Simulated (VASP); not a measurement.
A run of VASP 6.6.1 is set up as follows.

Contents of INCAR:

```
PREC = Accurate
ENCUT = 520
EDIFF = 1E-5
ISMEAR = -1
SIGMA = 0.02
LREAL = Auto
LASPH = T
NELM = 100
ALGO = Normal
ISIF = 2
LWAVE = F
LCHARG = T
GGA = PE
IVDW = 12
IBRION = 0
NSW = 40
POTIM = 0.5
TEBEG = 250.0
TEEND = 250.0
ISYM = 0
NELMIN = 4
RANDOM_SEED = 441424 0 0
MDALGO = 3
LANGEVIN_GAMMA = 10 10 10 10
```

The input KPOINTS:

```
Automatic mesh
0
Gamma
  1 1 1
```

The input POSCAR:

```
ZnH12Cl2O6
1.0
    6.2658270000      0.0000000000      0.0000000000
    0.0000000000      6.2658270000      0.0000000000
    0.0000000000      0.0000000000      6.2658270000
O H Zn Cl
6 12 1 2
Direct
    0.5643378600      0.6016666100      0.0779704200
    0.1937726100      0.6888811900      0.8574834500
    0.2261755600      0.0775328200      0.7332366000
    0.8518649100      0.4993082000      0.6994109700
    0.3751969100      0.2640358000      0.3868099300
    0.4853166200      0.6668691500      0.5178083800
    0.6917410100      0.6681483000      0.1619320900
    0.6148421000      0.4504460500      0.0627546600
    0.2169315900      0.8381416400      0.7977227300
    0.0659395500      0.6122803300      0.7995299200
    0.0719912100      0.0939730500      0.7607821100
    0.2589158100      0.1287783300      0.5851130600
    0.9373153600      0.4359143200      0.5926555700
    0.8169907900      0.3775830200      0.7959715500
    0.4730985600      0.1859255500      0.2887794600
    0.4650942500      0.3826372300      0.4418011000
    0.3930057300      0.6673227500      0.6398608700
    0.6256825400      0.6382910200      0.5826110700
    0.2804877400      0.6751453900      0.1576993200
    0.7567712600      0.1999423600      0.0185220700
    1.0078834600      0.7882034400      0.3262748700
```

Potentials or basis: VASP PAW PBE potentials, release 64 (O, H, Zn, Cl).

Launch:

```console
$ cat potpaw_PBE.64/O/POTCAR potpaw_PBE.64/H/POTCAR potpaw_PBE.64/Zn/POTCAR potpaw_PBE.64/Cl/POTCAR > POTCAR
$ mpirun -np 1 vasp_gam > vasp.out
```

(1) Predict the dispersion energy per atom.

Results:

(1) -0.057 eV.

Caveat: the k points lie up to 1.00 Å⁻¹ apart.
